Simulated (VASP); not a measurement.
Runs of VASP 6.6.1 on Ag. The structure is that of space group Im-3m (No. 229), or close to it. The cells are those of the table. This isn't the form of Ag at room conditions, which is fcc.

```tsv
cell	k mesh	gap on the mesh (eV)	pressure (GPa)
a = 2.860 Å, angles 109.5°, 1 atom	23 × 23 × 23	none	(b)
a = 2.821 Å, angles 109.5°, 1 atom	23 × 23 × 23	none	3.7
a = 2.878 Å, angles 109.5°, 1 atom	23 × 23 × 23	none	-1.9
a = 2.801 Å, angles 109.5°, 1 atom	23 × 23 × 23	none	6.2
a = 2.840 Å, angles 109.5°, 1 atom	23 × 23 × 23	none	1.6
a = 2.916 Å, angles 109.5°, 1 atom	16 × 16 × 16	none	-4.3
a = 2.916 Å, angles 109.5°, 1 atom	23 × 23 × 23	none	-4.5
a = 2.840 Å, angles 109.5°, 1 atom	46 × 46 × 46	none	1.7
a = 2.860 Å, angles 109.5°, 1 atom	46 × 46 × 46	none	-0.2
a = 2.897 Å, angles 109.5°, 1 atom	23 × 23 × 23	none	(a)
```

Alike in all rows: task single point; level PBE; potentials or basis VASP PAW PBE potentials, release 64 (Ag); no spin polarisation; cutoff (eV) 520; smearing fermi-dirac 0.0612256 eV.

Q: Estimate the missing entries.

A: (a) -3.3; (b) -0.3.

Caveats: the cell stands under tension (at least some runs); the cell stands under pressure (at least some runs).

A k mesh can miss the band edges, and the runs leave out spin-orbit coupling on Ag.

A gap of «none» marks levels without a gap at the run's occupations.
